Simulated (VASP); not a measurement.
Input of a VASP 6.6.1 run:

The input INCAR:

```
ALGO = Normal
EDIFF = 1E-6
ENCUT = 520
GGA = PE
ISIF = 2
ISMEAR = 0
LASPH = True
LCHARG = False
LREAL = False
LWAVE = False
NBANDS = 18
NELM = 100
PREC = Accurate
SIGMA = 0.03
```

Contents of KPOINTS:

```
k-points
0
Gamma
  26 26 26
```

File POSCAR:

```
Si2Mo
1.0
   -1.6085159315      1.6085159315      3.9361650361
    1.6085159315     -1.6085159315      3.9361650361
    1.6085159315      1.6085159315     -3.9361650361
Si Mo
2 1
Direct
    0.3351390471      0.3351390471      0.0000000000
    0.6648609529      0.6648609529      0.0000000000
    0.0000000000      0.0000000000      0.0000000000
```

Potentials or basis: VASP PAW PBE potentials, release 64 (Si, Mo_sv).

The run is started by

```sh
$ cat potpaw_PBE.64/Si/POTCAR potpaw_PBE.64/Mo_sv/POTCAR > POTCAR
$ mpirun -np 1 vasp_std > vasp.out
```

(1) Estimate the pressure.

(2) Estimate the largest force.

Results:

(1) 0.2 GPa.

(2) 0.005 eV/Å.
